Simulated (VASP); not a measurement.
Here is a VASP 6.6.1 calculation.

Contents of INCAR:

```
SYSTEM = AlN
PREC     = Accurate       ! precision mode
ENCUT    = 600            ! plane-wave cutoff, eV
EDIFF    = 1E-6           ! SCF threshold, eV
ISMEAR   = 0              ! smearing method
SIGMA    = 0.01           ! smearing width, eV
LREAL    = .False.        ! projectors in reciprocal space
LASPH    = .True.         ! aspherical terms in the spheres
NELM     = 120            ! most SCF steps
ALGO     = Normal         ! electronic algorithm
ISIF     = 2              ! what is computed and relaxed
LWAVE    = .False.        ! write WAVECAR
LCHARG   = .True.         ! write CHGCAR
GGA      = PE             ! functional
LELF     = .True.         ! ELF
LVHAR    = .True.       
NBANDS   = 11             ! bands
GGA_COMPAT= .False.
```

The input KPOINTS:

```
Automatic mesh
0
Gamma
  6 6 6
  0 0 0
```

File POSCAR:

```
AlN
1.0
   -0.0268500000      2.1843700000      2.2115600000
    2.1890800000     -0.0060500000      2.1907600000
    2.1913000000      2.1657800000     -0.0082700000
Al N
1 1
Direct
    0.9830084099      0.0114254997      0.0222264360
    0.7724500000      0.7357500000      0.7601700000
```

Potentials or basis: VASP PAW PBE potentials, release 64 (Al, N).

Run with:

```sh
$ cat potpaw_PBE.64/Al/POTCAR potpaw_PBE.64/N/POTCAR > POTCAR
$ mpirun -np 1 vasp_std > vasp.out
```

Q: Estimate the band gap on the k mesh.

A: 3.03 eV, indirect (least direct gap 3.77 eV).

Q: Predict the pressure.

A: 3.0 GPa.

Q: Estimate the largest force.

A: 1.348 eV/Å.

Stress tensor (GPa, compression positive):
```
 2.05  2.59  5.72
 2.59  4.02 -5.86
 5.72 -5.86  3.00
```

Caveat: forces of over 1 eV/Å act on the atoms, so gaps and moduli don't describe the material at rest. A k mesh can miss the band edges.
